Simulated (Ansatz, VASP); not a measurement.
## Two plane-wave programs on TiO2

```
Ti O
1.0
     4.32053    0.00000    0.00000
     0.00000    4.32053    0.00000
     0.00000    0.00000    3.31884
Ti O
2 4
Direct
  0.00000 0.00000 0.00000
  0.50000 0.50000 0.50000
  0.30444 0.30444 0.00000
  0.19556 0.80444 0.50000
  0.69556 0.69556 0.00000
  0.80444 0.19556 0.50000
```

Alike in both runs: task single point; functional PBEsol; k mesh 8 × 8 × 10; occupations gaussian, width 0.05 eV; no spin polarisation.

|  | VASP | Ansatz |
| --- | --- | --- |
| version | VASP 6.6.1 | Ansatz 0.2.0 |
| potentials or method | VASP PAW PBE potentials, release 64 (Ti_sv, O), cutoff 520 eV | scalar-relativistic, plane waves, PAW |
| valence electrons in the cell | 48 | 48 |

|  | VASP | Ansatz | Ansatz less VASP |
| --- | --- | --- | --- |
| gap on the k mesh at the Fermi level (eV) | 1.90 | 1.93 | +0.028 |
| least direct gap on the mesh (eV) | 1.90 | 1.93 | +0.028 |
| pressure (GPa) | -2.1 | -2.7 | -0.65 |
| traceless stress, the component that is largest in VASP (GPa) | -25.89 | -25.83 | +0.061 |
| rms of the force components (eV/Å) | 0.137 | 0.122 | -0.0155 |

VASP's potentials were made for PBE, not for PBEsol. Atom by atom the forces differ by 0.016 eV/Å (rms over components). The functional is the same, so the differences come from potentials, cutoffs and numerics.
